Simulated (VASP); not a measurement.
Write the native input for VASP 6.6.1 that does the following.

| Property | Result |
| --- | --- |
| Task | single point |
| Functional | LDA |
| Potentials or basis | VASP PAW LDA potentials, release 64 (Rh_pv) |
| Cutoff | 500 eV |
| k mesh | 9 × 9 × 9 |
| Occupations | gaussian, width 0.05 eV |
| Spin | no spin polarisation |
| Dipole correction | no |
| Further INCAR settings | ALGO = Normal; EDIFF = 1e-06; NBANDS = 14 |

The structure of Rh lies in POSCAR:

```
Rh
1.0
    0.0000000000      1.8769832665      1.8769832665
    1.8769832665      0.0000000000      1.8769832665
    1.8769832665      1.8769832665      0.0000000000
Rh
1
Direct
    0.0000000000      0.0000000000      0.0000000000
```

One way to write it, as run:

INCAR

```
SYSTEM = Rh
  ALGO = Normal
  EDIFF = 1E-6
  ENCUT = 500
  GGA = CA
  GGA_COMPAT = .False.
  ISIF = 2
  ISMEAR = 0
  LASPH = .True.
  LCHARG = .False.
  LREAL = .False.
  LWAVE = .False.
  NBANDS = 14
  NELM = 120
  PREC = Accurate
  SIGMA = 0.05
```

KPOINTS

```
k-points
0
Gamma
  9 9 9
  0 0 0
```

Potentials or basis: VASP PAW LDA potentials, release 64 (Rh_pv).

Launch:

```bash
$ cat potpaw_LDA.64/Rh_pv/POTCAR > POTCAR
$ mpirun -np 1 vasp_std > vasp.out
```

Results of the run:

```json
{"Pressure": "0.9 GPa", "Band gap on the k mesh": "zero (an odd number of electrons rules out a gap without spin polarisation)"}
```

It took 2.4 s on 1 thread of Intel(R) Xeon(R) 6975P-C (Granite Rapids) (shared host), peak memory 0.12 GiB.
